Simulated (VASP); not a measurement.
A run of VASP 6.6.1 is set up as follows.

INCAR

```
PREC = Accurate
ENCUT = 520
EDIFF = 1E-6
ISMEAR = 0
SIGMA = 0.1
LREAL = Auto
LASPH = True
NELM = 80
ALGO = Normal
ISIF = 2
LWAVE = False
LCHARG = True
GGA = PE
LELF = True
LVHAR = True
NBANDS = 89
ISYM = 0
```

File KPOINTS:

```
Automatic mesh
0
Gamma
  2 2 2
  0.5 0.5 0.5
```

POSCAR

```
ZrTiAl2O7
1.0
   -4.8787117232      4.7222815381     -0.1518736592
   -4.7293671546     -0.0025290906      4.7283689932
    0.2300612789      4.8004691577      4.9559011814
O Al Ti Zr
14 4 2 2
Direct
    0.8227155760      0.8622072515      0.4110089165
    0.3714015332      0.8981884182      0.3330180794
    0.8225823059      0.4034791244      0.4112535189
    0.4175039522      0.3715719312      0.3402335638
    0.3340050120      0.9325362407      0.9179634660
    0.3339832627      0.3149448619      0.9176194396
    0.7139595771      0.6617935995      0.0013319049
    0.0747666774      0.6737957223      0.0772025646
    0.7138064812      0.1227316286      0.0013228905
    0.5627568312      0.6002721719      0.7360416257
   -0.0477048003      0.2266532891      0.0941315942
    0.1219851571      0.6244755272      0.6399416109
    0.6429484442      0.0956014263      0.6650216344
    0.1218865888      0.1133660938      0.6401567167
    0.0242235349      1.0001832978      0.9630207363
    0.5276679159      0.9780443101      0.0158786524
    0.0243774580      0.5122227757      0.9627727332
    0.6225935792      0.4145684851      0.0480963686
    0.4804570776      0.9543715647      0.6102561265
    0.4806192609      0.4534757559      0.6099991009
    0.9977635891      0.0323698411      0.4372263207
    1.0432793576      0.5150983673      0.4262775406
```

Potentials or basis: VASP PAW PBE potentials, release 64 (O, Al, Ti_sv, Zr_sv).

Command:

```bash
$ cat potpaw_PBE.64/O/POTCAR potpaw_PBE.64/Al/POTCAR potpaw_PBE.64/Ti_sv/POTCAR potpaw_PBE.64/Zr_sv/POTCAR > POTCAR
$ mpirun -np 1 vasp_std > vasp.out
```

Predict the pressure.

0.3 GPa.

What does it give for the band gap on the k mesh?

2.52 eV, indirect (the least direct gap lies 1.0 meV higher).

Predict the largest force.

0.138 eV/Å.

Stress tensor (GPa, compression positive):
```
 0.27 -0.04  0.06
-0.04  0.28 -0.05
 0.06 -0.05  0.28
```

Caveat: the k points lie up to 0.57 Å⁻¹ apart. Expect the measured gap to be larger: semilocal functionals such as PBE lack the derivative discontinuity.
